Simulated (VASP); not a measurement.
# Al (Fm-3m) in VASP: notebook

Al is run at these levels: revPBE+D3(BJ); tasks: single point.

Program: VASP 6.6.1. These are calculated values, not measurements. Logs are shortened: lines on timing, memory, paths and dates and some standing lists are left out, and cuts for length are marked.

## (1) The cell of the first run

It takes space group Fm-3m (No. 225, cubic). Conventional cell: a = 3.995 Å, b = 3.995 Å, c = 3.995 Å, α = 90.00°, β = 90.00°, γ = 90.00°. Within 3.7 Å of Al (site symmetry m-3m) lie 12 Al at 2.82 Å.

## (2) Single point, revPBE+D3(BJ), collinear spin, ferromagnetic start

The input, INCAR:

```
SYSTEM = Al
PREC = Accurate ; ENCUT = 520
EDIFF = 1E-6 ; ISMEAR = -1
SIGMA = 0.025 ; LREAL = .FALSE.
LASPH = .TRUE. ; NELM = 150
ALGO = Normal ; ISIF = 2
LWAVE = .FALSE. ; LCHARG = .FALSE.
ISPIN = 2 ; MAGMOM = 0.12
LORBIT = 11 ; GGA = RE
IVDW = 12 ; NBANDS = 12
```

The input, KPOINTS:

```
regular mesh
0
G
  11 11 11
  0 0 0
```

The input, POSCAR:

```
Al
1.0
    0.0000000000      1.9974394157      1.9974394157
    1.9974394157      0.0000000000      1.9974394157
    1.9974394157      1.9974394157      0.0000000000
Al
1
Direct
    0.0000000000      0.0000000000      0.0000000000
```

Potentials or basis: VASP PAW PBE potentials, release 64 (Al).

Run with:

```console
cat potpaw_PBE.64/Al/POTCAR > POTCAR
mpirun -np 1 vasp_std > vasp.out
```

OUTCAR:

```text
SYSTEM = Al
   PREC = Accurate
   ENCUT = 520
   EDIFF = 1E-6
   ISMEAR = -1
   LREAL = .FALSE.
   LASPH = .TRUE.
   NELM = 150
   ISIF = 2
   ISPIN = 2
   LORBIT = 11
   GGA = RE
   IVDW = 12
 IVDW          = 12

 ion  position               nearest neighbor table
   1  0.000  0.000  0.000-

  LATTYP: Found a face centered cubic cell.
 ALAT       =     3.9948788314

  Lattice vectors:

 A1 = (   0.0000000000,   1.9974394157,   1.9974394157)
 A2 = (   1.9974394157,   0.0000000000,   1.9974394157)
 A3 = (   1.9974394157,   1.9974394157,   0.0000000000)

Analysis of symmetry for initial positions (statically):
=====================================================================
 Subroutine PRICEL returns:
 Original cell was already a primitive cell.

 Routine SETGRP: Setting up the symmetry group for a
 face centered cubic supercell.

 Subroutine GETGRP returns: Found 48 space group operations
[... 9 lines left out ...]

 Routine SETGRP: Setting up the symmetry group for a
 face centered cubic supercell.

 Subroutine GETGRP returns: Found 48 space group operations
 (whereof 48 operations were pure point group operations)
 out of a pool of 48 trial point group operations.

The dynamic configuration has the point symmetry O_h .

Analysis of structural, dynamic, and magnetic symmetry:
=====================================================================
 Subroutine PRICEL returns:
 Original cell was already a primitive cell.

 Routine SETGRP: Setting up the symmetry group for a
 face centered cubic supercell.

 Subroutine GETGRP returns: Found 48 space group operations
 (whereof 48 operations were pure point group operations)
 out of a pool of 48 trial point group operations.

The overall configuration has the point symmetry O_h .

 Subroutine INISYM returns: Found 48 space group operations
 (whereof 48 operations are pure point group operations),
 and found     1 'primitive' translations

----------------------------------------------------------------------------------------

                                     Primitive cell

  volume of cell :      15.9386

  direct lattice vectors                    reciprocal lattice vectors
     0.000000000  1.997439416  1.997439416    -0.250320483  0.250320483  0.250320483
     1.997439416  0.000000000  1.997439416     0.250320483 -0.250320483  0.250320483
     1.997439416  1.997439416  0.000000000     0.250320483  0.250320483 -0.250320483

  length of vectors
     2.824805912  2.824805912  2.824805912     0.433567795  0.433567795  0.433567795

  position of ions in fractional coordinates (direct lattice)
     0.000000000  0.000000000  0.000000000

  ion indices of the primitive-cell ions
   primitive index   ion index
                 1           1

----------------------------------------------------------------------------------------

 KPOINTS: regular mesh

Automatic generation of k-mesh.
 Grid dimensions read from file:
 generate k-points for:   11   11   11

 Generating k-lattice:

  Cartesian coordinates                     Fractional coordinates (reciprocal lattice)
    -0.022756408  0.022756408  0.022756408     0.090909091  0.000000000  0.000000000
     0.022756408 -0.022756408  0.022756408     0.000000000  0.090909091  0.000000000
     0.022756408  0.022756408 -0.022756408     0.000000000  0.000000000  0.090909091

  Length of vectors
     0.039415254  0.039415254  0.039415254

  Shift w.r.t. Gamma in fractional coordinates (k-lattice)
     0.000000000  0.000000000  0.000000000

 Subroutine IBZKPT returns following result:
 ===========================================

 Found     56 irreducible k-points:

 Following reciprocal coordinates:
            Coordinates               Weight
  0.000000  0.000000  0.000000      1.000000
  0.090909  0.000000  0.000000      8.000000
  0.181818  0.000000  0.000000      8.000000
  0.272727  0.000000  0.000000      8.000000
  0.363636  0.000000  0.000000      8.000000
  0.454545  0.000000  0.000000      8.000000
[... 16 lines left out ...]
 -0.272727  0.181818  0.000000     24.000000
 -0.181818  0.181818  0.000000     12.000000
 [... further k-points ...]
   k-points           NKPTS =     56   k-points in BZ     NKDIM =     56   number of bands    NBANDS=     12
   number of dos      NEDOS =    301   number of ions     NIONS =      1
   total plane-waves  NPLWV =  13824
   dimension x,y,z NGX =    24 NGY =   24 NGZ =   24
   dimension x,y,z NGXF=    48 NGYF=   48 NGZF=   48
   ions per type =               1
   NGX,Y,Z   is equivalent  to a cutoff of  14.12, 14.12, 14.12 a.u.
   NGXF,Y,Z  is equivalent  to a cutoff of  28.25, 28.25, 28.25 a.u.
 SYSTEM =  Al
   PREC   = accura    normal or accurate (medium, high low for compatibility)
   ISTART =      0    job   : 0-new  1-cont  2-samecut
   ICHARG =      2    charge: 1-file 2-atom 10-const
   ISPIN  =      2    spin polarized calculation?
   LNONCOLLINEAR =      F non collinear calculations
   LSORBIT =      F    spin-orbit coupling
   LASPH  =      T    aspherical Exc in radial PAW
   ENCUT  =  520.0 eV  38.22 Ry    6.18 a.u.   5.25  5.25  5.25*2*pi/ulx,y,z
   NELM   =    150;   NELMIN=  2; NELMDL= -5     # of ELM steps
   EDIFF  = 0.1E-05   stopping-criterion for ELM
   LREAL  =      F    real-space projection
   EDIFFG = 0.1E-04   stopping-criterion for IOM
   NSW    =      0    number of steps for IOM
   IBRION =     -1    ionic relax: 0-MD 1-quasi-New 2-CG
   NFREE  =      0    steps in history (QN), initial steepest desc. (CG)
   ISIF   =      2    stress and relaxation
   ISYM   =      2    0-nonsym 1-usesym 2-fastsym
   POTIM  = 0.5000    time-step for ionic-motion
   TEBEG  =    0.0;   TEEND  =   0.0 temperature during run
   PSTRESS=    0.0 pullay stress
   NELECT =       3.0000    total number of electrons
   NUPDOWN=      -1.0000    fix difference up-down
   EMIN   =  10.00;   EMAX   =-10.00  energy-range for DOS
   EFERMI =   0.00;   METHOD = LEGACY
   ISMEAR =    -1;   SIGMA  =   0.03  broadening in eV -4-tet -1-fermi 0-gaus
   EFERMI_NEDOS =   21; number of points for ismear=-14 and -15
   IALGO  =     38    algorithm
   IMIX   =      4    mixing-type and parameters
     AMIX     =   0.40;   BMIX     =  1.00
     AMIX_MAG =   1.60;   BMIX_MAG =  1.00
  volume/ion in A,a.u.               =      15.94       107.56
  Fermi-wavevector in a.u.,A,eV,Ry     =   0.938206  1.772953 11.976268  0.880231
  Thomas-Fermi vector in A             =   2.065395
   LORBIT       =     11    0 simple, 1 ext, 2 COOP (PROOUT), +10 PAW based schemes
   GGA     = RE    functional components
   LHFCALC =     F    Hartree Fock is set to
   AEXX    =    0.0000 exact exchange contribution
   IVDW    =    12    specifies the selected vdW correction
   LEPSILON=     F    determine dielectric tensor
   LRPA    =     F    only Hartree local field effects (RPA)
 spin polarized calculation
  energy-cutoff  :      520.00
  volume of cell :       15.94
 maximum number of plane-waves:       444
 NGX is ok and might be reduce to    24
   NGX = 11   NGY = 11   NGZ = 11

 number of electron       3.0000000 magnetization      -0.0061280

 number of electron       3.0000000 magnetization       0.0010316

 Free energy of the ion-electron system (eV)
  ---------------------------------------------------
  ext. energy  EPLUGINS =         0.00000000
  ---------------------------------------------------
  free energy    TOTEN  =        -3.55262786 eV

  energy without entropy =       -3.55118175  energy(sigma->0) =       -3.55190481

 E-fermi :   8.4457     XC(G=0): -10.2808

 val. band max:        8.4087171163   @ k =  -0.4545   0.3636   0.0000
 cond. band min:       8.4729160327   @ k =   0.4545   0.1818   0.0909
 fundamental gap:      0.0641989164
 Fermi energy:         8.4457403272

 spin component 1

 k-point     1 :       0.0000    0.0000    0.0000
  band No.  band energies     occupation
      1      -2.9379      1.00000
      2      21.2328      0.00000
      3      21.2328      0.00000
      4      21.2328      0.00000
      5      23.0967      0.00000
      6      23.0967      0.00000
      7      23.0967      0.00000
      8      25.0989      0.00000
      9      28.2339      0.00000
     10      28.2339      0.00000
     11      31.2353      0.00000
     12      33.5999      0.00000
[... 331 lines left out ...]
 k-point    24 :      -0.1818    0.1818    0.0000
  band No.  band energies     occupation
      1      -0.5061      1.00000
      2      12.3062      0.00000
      3      13.9024      0.00000
      4      20.6269      0.00000
      5      22.6667      0.00000
      6      23.6101      0.00000
      7      24.9912      0.00000
      8      25.9008      0.00000
      9      28.1734      0.00000
     10      33.3382      0.00000
     11      34.6682      0.00000
     12      38.9791      0.00000

 [... further k-points ...]

 spin component 2

 k-point     1 :       0.0000    0.0000    0.0000
  band No.  band energies     occupation
      1      -2.9367      1.00000
      2      21.2340      0.00000
      3      21.2340      0.00000
      4      21.2340      0.00000
      5      23.0983      0.00000
      6      23.0983      0.00000
      7      23.0983      0.00000
      8      25.0994      0.00000
      9      28.2354      0.00000
     10      28.2354      0.00000
     11      31.2368      0.00000
     12      33.6011      0.00000
[... 331 lines left out ...]
 k-point    24 :      -0.1818    0.1818    0.0000
  band No.  band energies     occupation
      1      -0.5049      1.00000
      2      12.3073      0.00000
      3      13.9038      0.00000
      4      20.6283      0.00000
      5      22.6680      0.00000
      6      23.6114      0.00000
      7      24.9928      0.00000
      8      25.9020      0.00000
      9      28.1749      0.00000
     10      33.3398      0.00000
     11      34.6693      0.00000
     12      38.9802      0.00000

 [... further k-points ...]

------------------------ aborting loop because EDIFF is reached ----------------------------------------

 Edisp (eV)   -0.66243

 E8    (eV) :    -0.4691

  FORCE on cell =-STRESS in cart. coord.  units (eV):
  Direction    XX          YY          ZZ          XY          YZ          ZX
  --------------------------------------------------------------------------------------
  -------------------------------------------------------------------------------------
  Total      -0.29000    -0.29000    -0.29000     0.00000     0.00000     0.00000
  in kB     -29.15091   -29.15091   -29.15091     0.00000     0.00000     0.00000
  external pressure =      -29.15 kB  Pullay stress =        0.00 kB

 VOLUME and BASIS-vectors are now :
 -----------------------------------------------------------------------------
  energy-cutoff  :      520.00
  volume of cell :       15.94
      direct lattice vectors                 reciprocal lattice vectors
     0.000000000  1.997439416  1.997439416    -0.250320483  0.250320483  0.250320483
     1.997439416  0.000000000  1.997439416     0.250320483 -0.250320483  0.250320483
     1.997439416  1.997439416  0.000000000     0.250320483  0.250320483 -0.250320483

 POSITION                                       TOTAL-FORCE (eV/Angst)
 -----------------------------------------------------------------------------------
      0.00000      0.00000      0.00000         0.000000      0.000000      0.000000
 -----------------------------------------------------------------------------------
    total drift:                                0.000000     -0.000000      0.000000

  FREE ENERGIE OF THE ION-ELECTRON SYSTEM (eV)
  ---------------------------------------------------
  free  energy   TOTEN  =        -4.2150612265 eV

  energy  without entropy=       -4.2136151203  energy(sigma->0) =       -4.21433817

 total charge

# of ion       s       p       d       tot
------------------------------------------
    1        0.429   0.350   0.000   0.780

 magnetization (x)

# of ion       s       p       d       tot
------------------------------------------
    1        0.000   0.000   0.000   0.000
```

Run time: 11 s. Hardware: 1 thread of Intel Xeon 6975P-C (Granite Rapids), shared host; peak memory 0.15 GiB.

What came out:

```yaml
Free_energy: -4.2151 eV
Pressure: -2.9 GPa
Net_moment: 0.00 μB per cell
Valence_electrons_inside_the_program's_atomic_spheres: Al 0.78
Dispersion_energy_per_atom: -0.662 eV
```

Caveat: the PAW data sets were made with another functional, which shifts forces and pressure a little; pairwise dispersion overbinds metals, which lowers pressure and volume.

## (3) Single point, revPBE+D3(BJ), collinear spin, ferromagnetic start

This run uses another cell than the first one, of 16.27 Å³/atom, 1.021 times its volume.

The input, INCAR:

```
SYSTEM = Al
PREC = Accurate ; ENCUT = 520
EDIFF = 1E-6 ; ISMEAR = -1
SIGMA = 0.025 ; LREAL = .False.
LASPH = .True. ; NELM = 150
ALGO = Normal ; ISIF = 2
LWAVE = .False. ; LCHARG = .False.
ISPIN = 2 ; MAGMOM = 0.12
LORBIT = 11 ; GGA = RE
IVDW = 12 ; NBANDS = 12
```

The input, KPOINTS:

```
regular mesh
0
Gamma
  11 11 11
  0 0 0
```

The input, POSCAR:

```
Al
1.0
    0.0000000000      2.0112152952      2.0112152952
    2.0112152952      0.0000000000      2.0112152952
    2.0112152952      2.0112152952      0.0000000000
Al
1
Direct
    0.0000000000      0.0000000000      0.0000000000
```

Potentials or basis: VASP PAW PBE potentials, release 64 (Al).

Run with:

```console
cat potpaw_PBE.64/Al/POTCAR > POTCAR
mpirun -np 1 vasp_std > vasp.out
```

Run time: 8.4 s. Hardware: 1 thread of Intel Xeon 6975P-C (Granite Rapids), shared host; peak memory 0.16 GiB.

Results (log left out):

- Free energy: -4.2074 eV
- Pressure: -4.5 GPa
- Net moment: 0.00 μB per cell
- Valence electrons inside the program's atomic spheres: Al 0.77
- Dispersion energy per atom: -0.648 eV

Levels at points of the mesh, in eV from the Fermi level:
Spin up:
| k point | band 1 | band 2 | band 3 | band 4 | band 5 |
| --- | --- | --- | --- | --- | --- |
| (0.00, 0.00, 0.00) | -11.24 | 12.67 | 12.67 | 12.67 | 14.37 |
Spin down:
```
           k point  band 1  band 2  band 3  band 4  band 5
(0.00, 0.00, 0.00)  -11.24   12.67   12.67   12.67   14.37
```

Caveat: the PAW data sets were made with another functional, which shifts forces and pressure a little; pairwise dispersion overbinds metals, which lowers pressure and volume.

## (4) Single point, revPBE+D3(BJ), collinear spin, ferromagnetic start

This run uses another cell than the first one, of 16.60 Å³/atom, 1.042 times its volume.

The input, INCAR:

```
SYSTEM = Al
PREC = Accurate
ENCUT = 520
EDIFF = 1E-6
ISMEAR = -1
SIGMA = 0.025
LREAL = .FALSE.
LASPH = .TRUE.
NELM = 150
ALGO = Fast
ISIF = 2
LWAVE = .FALSE.
LCHARG = .FALSE.
ISPIN = 2
MAGMOM = 0.12
LORBIT = 11
GGA = RE
IVDW = 12
NBANDS = 12
```

The input, KPOINTS:

```
regular mesh
0
G
  11 11 11
  0 0 0
```

The input, POSCAR:

```
Al
1.0
    0.0000000000      2.0248050000      2.0248050000
    2.0248050000      0.0000000000      2.0248050000
    2.0248050000      2.0248050000      0.0000000000
Al
1
Direct
    0.0000000000      0.0000000000      0.0000000000
```

Run with:

```console
cat potpaw_PBE.64/Al/POTCAR > POTCAR
mpirun -np 1 vasp_std > vasp.out
```

Wall time 9.3 s (1 thread of Intel Xeon 6975P-C (Granite Rapids), shared host); peak memory 0.15 GiB.

The run converged. Its results:

```
Free energy                                           : -4.1966 eV
Pressure                                              : -5.9 GPa
Net moment                                            : 0.00 μB per cell
Valence electrons inside the program's atomic spheres : Al 0.77
Dispersion energy per atom                            : -0.635 eV
```

Levels at points of the mesh, in eV from the Fermi level:
Spin up:
| k point | band 1 | band 2 | band 3 | band 4 | band 5 | band 6 |
| --- | --- | --- | --- | --- | --- | --- |
| (0.00, 0.00, 0.00) | -11.11 | 12.55 | 12.55 | 12.55 | 14.10 | 14.10 |
Spin down:
| k point | band 1 | band 2 | band 3 | band 4 | band 5 | band 6 |
| --- | --- | --- | --- | --- | --- | --- |
| (0.00, 0.00, 0.00) | -11.11 | 12.55 | 12.55 | 12.55 | 14.10 | 14.10 |

Caveat: the PAW data sets were made with another functional, which shifts forces and pressure a little; pairwise dispersion overbinds metals, which lowers pressure and volume.

## (5) Single point, revPBE+D3(BJ), collinear spin, ferromagnetic start

This run uses another cell than the first one, of 16.93 Å³/atom, 1.062 times its volume.

The input, INCAR:

```
SYSTEM = Al
PREC     = Accurate       ! precision mode
ENCUT    = 520            ! plane-wave cutoff, eV
EDIFF    = 1E-6           ! SCF threshold, eV
ISMEAR   = -1             ! smearing method
SIGMA    = 0.025          ! smearing width, eV
LREAL    = .FALSE.        ! projectors in reciprocal space
LASPH    = .TRUE.         ! aspherical terms in the spheres
NELM     = 150            ! most SCF steps
ALGO     = Normal         ! electronic algorithm
ISIF     = 2              ! what is computed and relaxed
LWAVE    = .FALSE.        ! write WAVECAR
LCHARG   = .FALSE.        ! write CHGCAR
ISPIN    = 2              ! spin polarisation
MAGMOM   = 0.12           ! initial moments
LORBIT   = 11             ! projections on sites
GGA      = RE             ! functional
IVDW     = 12             ! dispersion correction
NBANDS   = 12             ! bands
```

KPOINTS is that of step 4.

The input, POSCAR:

```
Al
1.0
    0.0000000000      2.0382146954      2.0382146954
    2.0382146954      0.0000000000      2.0382146954
    2.0382146954      2.0382146954      0.0000000000
Al
1
Direct
    0.0000000000      0.0000000000      0.0000000000
```

Run with:

```console
cat potpaw_PBE.64/Al/POTCAR > POTCAR
mpirun -np 1 vasp_std > vasp.out
```

Wall time 8.6 s (1 thread of Intel Xeon 6975P-C (Granite Rapids), shared host); peak memory 0.16 GiB.

The run converged. Its results:

```
Free energy                                           : -4.1831 eV
Pressure                                              : -7.1 GPa
Net moment                                            : 0.00 μB per cell
Valence electrons inside the program's atomic spheres : Al 0.76
Dispersion energy per atom                            : -0.622 eV
```

Levels at points of the mesh, in eV from the Fermi level:
Spin up:
```
           k point  band 1  band 2  band 3  band 4
(0.00, 0.00, 0.00)  -10.98   12.44   12.44   12.44
```
Spin down:
```tsv
k point	band 1	band 2	band 3	band 4
(0.00, 0.00, 0.00)	-10.98	12.44	12.44	12.44
```

Caveat: the PAW data sets were made with another functional, which shifts forces and pressure a little; pairwise dispersion overbinds metals, which lowers pressure and volume.

## (6) Overview

| cell | gap on the mesh (eV) | pressure (GPa) | moment (μB) |
| --- | --- | --- | --- |
| a = 2.825 Å, angles 60.0°, 1 atom | none | -2.9 | 0.00 |
| a = 2.844 Å, angles 60.0°, 1 atom | none | -4.5 | 0.00 |
| a = 2.864 Å, angles 60.0°, 1 atom | none | -5.9 | 0.00 |
| a = 2.882 Å, angles 60.0°, 1 atom | none | -7.1 | 0.00 |

Alike in all rows: task single point; level revPBE+D3(BJ); potentials or basis VASP PAW PBE potentials, release 64 (Al); spin collinear, ferromagnetic start; k mesh 11 × 11 × 11; cutoff (eV) 520; smearing fermi-dirac 0.025 eV.

Caveats: the PAW data sets were made with another functional, which shifts forces and pressure a little; pairwise dispersion overbinds metals, which lowers pressure and volume.

Total energies depend on the potentials used, so only differences within one code and one set of settings carry meaning.
